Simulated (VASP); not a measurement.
PbS, 2 atoms in the cell. Symmetry: I4/mmm, No. 139, tetragonal system. Conventional cell: a = 4.193 Å, b = 4.193 Å, c = 6.108 Å, α = 90.00°, β = 90.00°, γ = 90.00°. Pb (site symmetry 4/mmm) has 6 S at 2.96 to 3.05 Å within 3.9 Å. Within 3.9 Å of S (site symmetry 4/mmm) lie 6 Pb at 2.96 to 3.05 Å.  This cell differs from its parent crystal: strain +0.000 along x and y, +0.030 along z.

- Program: VASP 6.6.1
- Task: single point
- Functional: r2SCAN
- Potentials or basis: VASP PAW PBE potentials, release 64 (Pb_d, S)
- Cutoff: 520 eV
- k mesh: 8 × 8 × 8
- Occupations: gaussian, width 0.05 eV
- Spin: no spin polarisation
- Dipole correction: no
- Further INCAR settings: ALGO = Normal; EDIFF = 1e-06; NBANDS = 17

Potentials or basis: VASP PAW PBE potentials, release 64 (Pb_d, S).

Run with:

```console
$ cat potpaw_PBE.64/Pb_d/POTCAR potpaw_PBE.64/S/POTCAR > POTCAR
$ cp INCAR.step1 INCAR
$ mpirun -np 1 vasp_std > vasp.out
$ cp INCAR.step2 INCAR
$ mpirun -np 1 vasp_std > vasp.out
```

Hardware: 1 thread of Intel(R) Xeon(R) Platinum 8259CL CPU @ 2.50GHz (Skylake/Cascade Lake), with other jobs on the host.

Task: Estimate the wall time of this run.

Result: Wall time 100 s on 1 thread of Intel(R) Xeon(R) Platinum 8259CL CPU @ 2.50GHz (Skylake/Cascade Lake), on a shared host, peak memory 0.21 GiB. Counts: k points 59.
